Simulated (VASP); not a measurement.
# Be3Ag (P-6m2) in VASP: a series of runs, part 2 of 2

VASP 6.6.1. The steps go on from the part before.

### Step 4. Single point, PBEsol

INCAR

```
SYSTEM = Be3Ag
  PREC = Accurate
  ENCUT = 520
  EDIFF = 1E-6
  ISMEAR = -1
  SIGMA = 0.15
  LREAL = .False.
  LASPH = .True.
  NELM = 80
  ALGO = Normal
  ISIF = 2
  LWAVE = .False.
  LCHARG = .False.
  GGA = PS
  NBANDS = 16
```

KPOINTS

```
Automatic mesh
0
Gamma
  18 18 6
  0 0 0
```

POSCAR

```
Be3Ag
1.0
    2.6080267696      0.0000000000      0.0000000000
   -1.3040133848      2.2586174362      0.0000000000
    0.0000000000      0.0000000000      7.5169620648
Be Ag
3 1
Direct
    0.0000000000      0.0000000000      0.5000000000
    0.6666666667      0.3333333333      0.2739719862
    0.6666666667      0.3333333333      0.7260280138
    0.0000000000      0.0000000000      0.0000000000
```

Potentials or basis: VASP PAW PBE potentials, release 64 (Be, Ag).

Run with:

```bash
$ cat potpaw_PBE.64/Be/POTCAR potpaw_PBE.64/Ag/POTCAR > POTCAR
$ mpirun -np 1 vasp_std > vasp.out
```

OUTCAR:

```text
SYSTEM = Be3Ag
   PREC = Accurate
   ENCUT = 520
   EDIFF = 1E-6
   ISMEAR = -1
   LREAL = .False.
   LASPH = .True.
   NELM = 80
   ISIF = 2
   GGA = PS

 ion  position               nearest neighbor table
   1  0.000  0.000  0.500-   2 2.27   3 2.27   2 2.27   3 2.27   2 2.27   3 2.27
   2  0.667  0.333  0.274-   1 2.27   1 2.27   1 2.27   4 2.55   4 2.55   4 2.55
   3  0.667  0.333  0.726-   1 2.27   1 2.27   1 2.27   4 2.55   4 2.55   4 2.55
   4  0.000  0.000  0.000-   2 2.55   3 2.55   2 2.55   3 2.55   2 2.55   3 2.55

  LATTYP: Found a hexagonal cell.
 ALAT       =     2.6080267696
 C/A-ratio  =     2.8822411458

  Lattice vectors:

 A1 = (   2.6080267696,   0.0000000000,   0.0000000000)
 A2 = (  -1.3040133848,   2.2586174362,   0.0000000000)
 A3 = (   0.0000000000,   0.0000000000,   7.5169620648)

Analysis of symmetry for initial positions (statically):
=====================================================================
 Subroutine PRICEL returns:
 Original cell was already a primitive cell.

 Routine SETGRP: Setting up the symmetry group for a
 hexagonal supercell.
[... 174 lines left out ...]
 cond. band min:       6.9328161582   @ k =   0.1667   0.0556   0.0000
 fundamental gap:      0.0334093080
 Fermi energy:         6.9254539438

 k-point     1 :       0.0000    0.0000    0.0000
  band No.  band energies     occupation
      1      -2.7292      2.00000
      2      -1.2878      2.00000
      3      -0.1921      2.00000
      4       0.5765      2.00000
      5       1.1463      2.00000
      6       1.1463      2.00000
[... 433 lines left out ...]
      3       1.3418      2.00000
      4       1.9898      2.00000
      5       2.7081      2.00000
      6       3.3489      2.00000
[... 8 lines left out ...]
     15      14.5060      0.00000
     16      15.9073      0.00000

 [... further k-points ...]

------------------------ aborting loop because EDIFF is reached ----------------------------------------

  FORCE on cell =-STRESS in cart. coord.  units (eV):
  Direction    XX          YY          ZZ          XY          YZ          ZX
  --------------------------------------------------------------------------------------
  -------------------------------------------------------------------------------------
  Total       -0.0558817     -0.0558817      0.0373977      0.0000000     -0.0000000      0.0000000
  in kB       -2.0220090     -2.0220090      1.3531892      0.0000000     -0.0000000      0.0000000
  external PRESSURE =      -0.8969430 kB  Pullay stress =       0.0000000 kB

 VOLUME and BASIS-vectors are now :
 -----------------------------------------------------------------------------
  energy-cutoff  :      520.00
  volume of cell :       44.28
      direct lattice vectors                 reciprocal lattice vectors
     2.608026770  0.000000000  0.000000000     0.383431647  0.221374365  0.000000000
    -1.304013385  2.258617436  0.000000000     0.000000000  0.442748729  0.000000000
     0.000000000  0.000000000  7.516962065     0.000000000  0.000000000  0.133032466

 POSITION                                       TOTAL-FORCE (eV/Angst)
 -----------------------------------------------------------------------------------
      0.00000      0.00000      3.75848         0.000000      0.000000      0.000000
      1.30401      0.75287      2.05944         0.000000     -0.000000     -0.010290
      1.30401      0.75287      5.45753         0.000000     -0.000000      0.010290
      0.00000      0.00000      0.00000        -0.000000      0.000000      0.000000
 -----------------------------------------------------------------------------------
    total drift:                               -0.000000      0.000000     -0.000000

  FREE ENERGIE OF THE ION-ELECTRON SYSTEM (eV)
  ---------------------------------------------------
  free  energy   TOTEN  =       -14.2025537762 eV

  energy  without entropy=      -14.1355614040  energy(sigma->0) =      -14.16905759
```

OSZICAR:

```text
N       E                     dE             d eps       ncg     rms          rms(c)
DAV:   1     0.554825269691E+02    0.55483E+02   -0.71140E+03  4856   0.908E+02
DAV:   2    -0.146894906206E+02   -0.70172E+02   -0.63436E+02  5912   0.193E+02
DAV:   3    -0.161573083992E+02   -0.14678E+01   -0.14569E+01  6328   0.286E+01
DAV:   4    -0.161644882533E+02   -0.71799E-02   -0.71788E-02  5408   0.242E+00
DAV:   5    -0.161645784607E+02   -0.90207E-04   -0.90205E-04  6440   0.256E-01    0.107E+01
DAV:   6    -0.147372546305E+02    0.14273E+01   -0.83779E+00  5360   0.427E+01    0.106E+01
DAV:   7    -0.142544270351E+02    0.48283E+00   -0.11379E+00  5480   0.134E+01    0.437E+00
DAV:   8    -0.142119546457E+02    0.42472E-01   -0.17349E-01  5752   0.514E+00    0.966E-01
DAV:   9    -0.142025576848E+02    0.93970E-02   -0.23853E-02  5496   0.202E+00    0.102E-01
DAV:  10    -0.142026042533E+02   -0.46568E-04   -0.11060E-03  5624   0.237E-01    0.911E-02
DAV:  11    -0.142025743983E+02    0.29855E-04   -0.25108E-05  5976   0.482E-02    0.349E-02
DAV:  12    -0.142025535159E+02    0.20882E-04   -0.34369E-05  5464   0.873E-02    0.140E-02
DAV:  13    -0.142025537762E+02   -0.26025E-06   -0.46443E-06  5552   0.155E-02
   1 F= -.14202554E+02 E0= -.14169058E+02  d E =-.669924E-01
```

stdout:

```text
POSCAR found type information on POSCAR BeAg
 POSCAR found :  2 types and       4 ions
 scaLAPACK will be used
 -----------------------------------------------------------------------------
|                                                                             |
|                                                                             |
|     You enforced a specific xc type in the INCAR file but a different       |
|     I HOPE YOU KNOW WHAT YOU ARE DOING!                                     |
|                                                                             |
 -----------------------------------------------------------------------------

 LDA part: xc-table for (Slater+PW92), standard interpolation
 POSCAR, INCAR and KPOINTS ok, starting setup
 FFT: planning ... GRIDC
 FFT: planning ... GRID_SOFT
 FFT: planning ... GRID
 WAVECAR not read
 entering main loop
```

It took 49 s on 1 thread of Intel Xeon Platinum 8559C (Emerald Rapids), shared host; peak memory 0.23 GiB.

Results:

```
Free energy            : -14.2026 eV
Pressure               : -0.1 GPa
Largest force          : 0.010 eV/Å
Band gap on the k mesh : zero (an odd number of electrons rules out a gap without spin polarisation)
```

Forces on the atoms (eV/Å):
```
Be   0.000  0.000  0.000
Be   0.000  0.000 -0.010
Be   0.000  0.000  0.010
Ag   0.000  0.000  0.000
```

Caveat: the PAW data sets were made with another functional, which shifts forces and pressure a little.

### Step 5. Relaxation of cell and atoms, PBEsol

INCAR

```
ALGO     = Normal         # electronic algorithm
EDIFF    = 1E-6           # SCF threshold, eV
EDIFFG   = -0.001         # ionic threshold
ENCUT    = 600            # plane-wave cutoff, eV
GGA      = PS             # functional
IBRION   = 2              # ionic algorithm
ISIF     = 3              # what is computed and relaxed
ISMEAR   = -1             # smearing method
LASPH    = T              # aspherical terms in the spheres
LCHARG   = F              # write CHGCAR
LREAL    = F              # projectors in reciprocal space
LWAVE    = F              # write WAVECAR
NELM     = 100            # most SCF steps
NSW      = 80             # ionic steps
PREC     = Accurate       # precision mode
SIGMA    = 0.15           # smearing width, eV
```

KPOINTS

```
k-points
0
Gamma
  18 18 6
```

POSCAR

```
Be3Ag
1.0
    2.6059673721      0.0000000000      0.0000000000
   -1.3029836861      2.2568339456      0.0000000000
    0.0000000000      0.0000000000      7.5258327470
Be Ag
3 1
Direct
    0.0000000000      0.0000000000      0.5000000000
    0.6666666667      0.3333333333      0.2735166151
    0.6666666667      0.3333333333      0.7264833849
    0.0000000000      0.0000000000      0.0000000000
```

Potentials or basis: VASP PAW PBE potentials, release 64 (Be, Ag).

Run with:

```bash
$ cat potpaw_PBE.64/Be/POTCAR potpaw_PBE.64/Ag/POTCAR > POTCAR
$ mpirun -np 1 vasp_std > vasp.out
```

OUTCAR:

```text
EDIFF = 1E-6
   EDIFFG = -0.001
   ENCUT = 600
   GGA = PS
   IBRION = 2
   ISIF = 3
   ISMEAR = -1
   LASPH = T
   LREAL = F
   NELM = 100
   NSW = 80
   PREC = Accurate

 ion  position               nearest neighbor table
   1  0.000  0.000  0.500-   2 2.27   3 2.27   2 2.27   3 2.27   2 2.27   3 2.27
   2  0.667  0.333  0.274-   1 2.27   1 2.27   1 2.27   4 2.55   4 2.55   4 2.55
   3  0.667  0.333  0.726-   1 2.27   1 2.27   1 2.27   4 2.55   4 2.55   4 2.55
   4  0.000  0.000  0.000-   2 2.55   3 2.55   2 2.55   3 2.55   2 2.55   3 2.55

  LATTYP: Found a hexagonal cell.
 ALAT       =     2.6059673721
 C/A-ratio  =     2.8879228603

  Lattice vectors:

 A1 = (   2.6059673721,   0.0000000000,   0.0000000000)
 A2 = (  -1.3029836861,   2.2568339456,   0.0000000000)
 A3 = (   0.0000000000,   0.0000000000,   7.5258327470)

Analysis of symmetry for initial positions (statically):
=====================================================================
 Subroutine PRICEL returns:
 Original cell was already a primitive cell.

 Routine SETGRP: Setting up the symmetry group for a
 hexagonal supercell.

 Subroutine GETGRP returns: Found 12 space group operations
 (whereof 12 operations were pure point group operations)
 out of a pool of 24 trial point group operations.

The static configuration has the point symmetry D_3h.

Analysis of symmetry for dynamics (positions and initial velocities):
=====================================================================
 Subroutine PRICEL returns:
 Original cell was already a primitive cell.

 Routine SETGRP: Setting up the symmetry group for a
 hexagonal supercell.

 Subroutine GETGRP returns: Found 12 space group operations
 (whereof 12 operations were pure point group operations)
 out of a pool of 24 trial point group operations.

The dynamic configuration has the point symmetry D_3h.

 Subroutine INISYM returns: Found 12 space group operations
 (whereof 12 operations are pure point group operations),
 and found     1 'primitive' translations

----------------------------------------------------------------------------------------

                                     Primitive cell

  volume of cell :      44.2612

  direct lattice vectors                    reciprocal lattice vectors
     2.605967372  0.000000000  0.000000000     0.383734659  0.221549308  0.000000000
    -1.302983686  2.256833946  0.000000000     0.000000000  0.443098617  0.000000000
     0.000000000  0.000000000  7.525832747     0.000000000  0.000000000  0.132875661

  length of vectors
     2.605967372  2.605967372  7.525832747     0.443098617  0.443098617  0.132875661

  position of ions in fractional coordinates (direct lattice)
     0.000000000  0.000000000  0.500000000
     0.666666667  0.333333333  0.273516615
     0.666666667  0.333333333  0.726483385
     0.000000000  0.000000000  0.000000000

  ion indices of the primitive-cell ions
   primitive index   ion index
                 1           1
                 2           2
                 3           3
                 4           4

----------------------------------------------------------------------------------------

 KPOINTS: k-points

Automatic generation of k-mesh.
 Grid dimensions read from file:
 generate k-points for:   18   18    6

 Generating k-lattice:

[... 56 lines left out ...]
   LNONCOLLINEAR =      F non collinear calculations
   LSORBIT =      F    spin-orbit coupling
   LASPH  =      T    aspherical Exc in radial PAW
   ENCUT  =  600.0 eV  44.10 Ry    6.64 a.u.   5.20  5.20 15.03*2*pi/ulx,y,z
   NELM   =    100;   NELMIN=  2; NELMDL= -5     # of ELM steps
   EDIFF  = 0.1E-05   stopping-criterion for ELM
   LREAL  =      F    real-space projection
   EDIFFG = -.1E-02   stopping-criterion for IOM
   NSW    =     80    number of steps for IOM
   IBRION =      2    ionic relax: 0-MD 1-quasi-New 2-CG
   NFREE  =      1    steps in history (QN), initial steepest desc. (CG)
   ISIF   =      3    stress and relaxation
   ISYM   =      2    0-nonsym 1-usesym 2-fastsym
   POTIM  = 0.5000    time-step for ionic-motion
   TEBEG  =    0.0;   TEEND  =   0.0 temperature during run
   PSTRESS=    0.0 pullay stress
   NELECT =      17.0000    total number of electrons
   NUPDOWN=      -1.0000    fix difference up-down
   EMIN   =  10.00;   EMAX   =-10.00  energy-range for DOS
   EFERMI =   0.00;   METHOD = LEGACY
   ISMEAR =    -1;   SIGMA  =   0.15  broadening in eV -4-tet -1-fermi 0-gaus
   EFERMI_NEDOS =   21; number of points for ismear=-14 and -15
   IALGO  =     38    algorithm
   IMIX   =      4    mixing-type and parameters
     AMIX     =   0.40;   BMIX     =  1.00
     AMIX_MAG =   1.60;   BMIX_MAG =  1.00
  volume/ion in A,a.u.               =      11.07        74.67
  Fermi-wavevector in a.u.,A,eV,Ry     =   1.190009  2.248790 19.267488  1.416120
  Thomas-Fermi vector in A             =   2.326103
   LORBIT       =      0    0 simple, 1 ext, 2 COOP (PROOUT), +10 PAW based schemes
   GGA     = PS    functional components
   LHFCALC =     F    Hartree Fock is set to
   AEXX    =    0.0000 exact exchange contribution
   IVDW    =     0    specifies the selected vdW correction
   LEPSILON=     F    determine dielectric tensor
   LRPA    =     F    only Hartree local field effects (RPA)
 conjugate gradient relaxation of ions
 non-spin polarized calculation
  energy-cutoff  :      600.00
  volume of cell :       44.26
 maximum number of plane-waves:      1492
 NGX is ok and might be reduce to    24
   NGX = 11   NGY = 11   NGZ = 31

--------------------------------------- Ionic step        1  -------------------------------------------

 number of electron      16.9999998 magnetization

 Free energy of the ion-electron system (eV)
  ---------------------------------------------------
  ext. energy  EPLUGINS =         0.00000000
  ---------------------------------------------------
  free energy    TOTEN  =       -14.20277558 eV

  energy without entropy =      -14.13614080  energy(sigma->0) =      -14.16945819

------------------------ aborting loop because EDIFF is reached ----------------------------------------

  FORCE on cell =-STRESS in cart. coord.  units (eV):
  Direction    XX          YY          ZZ          XY          YZ          ZX
  --------------------------------------------------------------------------------------
  -------------------------------------------------------------------------------------
  Total        0.0111826      0.0111826      0.0101888     -0.0000000     -0.0000000      0.0000000
  in kB        0.4047888      0.4047888      0.3688153     -0.0000000     -0.0000000      0.0000000
  external PRESSURE =       0.3927976 kB  Pullay stress =       0.0000000 kB
[... 139 lines left out ...]
--------------------------------------- Ionic step        5  -------------------------------------------

 number of electron      16.9999998 magnetization

 Free energy of the ion-electron system (eV)
  ---------------------------------------------------
  ext. energy  EPLUGINS =         0.00000000
  ---------------------------------------------------
  free energy    TOTEN  =       -14.20280295 eV

  energy without entropy =      -14.13608396  energy(sigma->0) =      -14.16944345

 E-fermi :   6.9309     XC(G=0): -11.0304

 val. band max:        6.9211362521   @ k =   0.1667   0.0556   0.0000
 cond. band min:       6.9673863523   @ k =   0.3333   0.1111   0.3333
 fundamental gap:      0.0462501002
 Fermi energy:         6.9309179038

 k-point     1 :       0.0000    0.0000    0.0000
  band No.  band energies     occupation
      1      -2.7283      2.00000
      2      -1.2919      2.00000
      3      -0.1958      2.00000
      4       0.5706      2.00000
      5       1.1457      2.00000
      6       1.1457      2.00000
      7       2.8350      2.00000
      8       2.8350      2.00000
      9       5.0497      1.99999
     10      10.5463      0.00000
     11      18.1372      0.00000
     12      18.1372      0.00000
[... 331 lines left out ...]
 k-point    24 :       0.3889    0.1111    0.0000
  band No.  band energies     occupation
      1      -0.6992      2.00000
      2      -0.1670      2.00000
      3       1.3465      2.00000
      4       1.9936      2.00000
      5       2.7150      2.00000
      6       3.3569      2.00000
      7       4.5586      2.00000
      8       5.4446      1.99990
      9       6.5887      1.81468
     10       9.1826      0.00000
     11      10.7652      0.00000
     12      11.5255      0.00000

 [... further k-points ...]

------------------------ aborting loop because EDIFF is reached ----------------------------------------

  FORCE on cell =-STRESS in cart. coord.  units (eV):
  Direction    XX          YY          ZZ          XY          YZ          ZX
  --------------------------------------------------------------------------------------
  -------------------------------------------------------------------------------------
  Total       -0.0028343     -0.0028343     -0.0008377      0.0000000     -0.0000000      0.0000000
  in kB       -0.1025894     -0.1025894     -0.0303221      0.0000000     -0.0000000      0.0000000
  external PRESSURE =      -0.0785003 kB  Pullay stress =       0.0000000 kB
[... 19 lines left out ...]
  FREE ENERGIE OF THE ION-ELECTRON SYSTEM (eV)
  ---------------------------------------------------
  free  energy   TOTEN  =       -14.2028029463 eV

  energy  without entropy=      -14.1360839610  energy(sigma->0) =      -14.16944345

 reached required accuracy - stopping structural energy minimisation
```

It took 95 s on 1 thread of Intel Xeon Platinum 8559C (Emerald Rapids), shared host; peak memory 0.26 GiB.

What came out:

```
Free energy               : -14.2028 eV
Energy gained by relaxing : 0.0 meV/atom
Ionic steps               : 5
Pressure after relaxing   : 0.0 GPa
Band gap on the k mesh    : zero (an odd number of electrons rules out a gap without spin polarisation)
```

Final structure:
```
Be Ag
1.0
     2.60609    0.00000    0.00000
    -1.30305    2.25694    0.00000
     0.00000    0.00000    7.52569
Be Ag
3 1
Direct
  0.00000 0.00000 0.50000
  0.66667 0.33333 0.27378
  0.66667 0.33333 0.72622
  0.00000 0.00000 0.00000
```

Caveat: the PAW data sets were made with another functional, which shifts forces and pressure a little.

### Step 6. Overview

```csv
task,cell,k mesh,cutoff (eV),smearing,gap on the mesh (eV),pressure (GPa),relaxed volume (Å³/atom),largest force (eV/Å)
single point,"a = 2.616, b = 2.616, c = 7.469 Å, angles 90.0, 90.0, 120.0°, 4 atoms, atomic positions A",9 × 9 × 4,520,gaussian 0.1 eV,none,-0.1,-,0.01
relaxation of cell and atoms,"relaxed from a = 2.485, b = 2.485, c = 7.720 Å, angles 90.0, 90.0, 120.0°, 4 atoms, atomic positions B",9 × 9 × 4,600,gaussian 0.1 eV,none,-0.2,11.08,0.02
single point,"a = 2.608, b = 2.608, c = 7.517 Å, angles 90.0, 90.0, 120.0°, 4 atoms, atomic positions A",18 × 18 × 6,520,fermi-dirac 0.15 eV,none,-0.1,-,0.01
relaxation of cell and atoms,"relaxed from a = 2.606, b = 2.606, c = 7.526 Å, angles 90.0, 90.0, 120.0°, 4 atoms, atomic positions A",18 × 18 × 6,600,fermi-dirac 0.15 eV,none,0.0,11.07,-
```

Alike in all rows: level PBEsol; potentials or basis VASP PAW PBE potentials, release 64 (Be, Ag); no spin polarisation.

Caveats: the PAW data sets were made with another functional, which shifts forces and pressure a little; the relaxation stopped at a loose force limit of 0.05 eV/Å, so its end isn't a converged minimum (at least some runs).

Absolute energies hang on the potentials; compare differences alone.
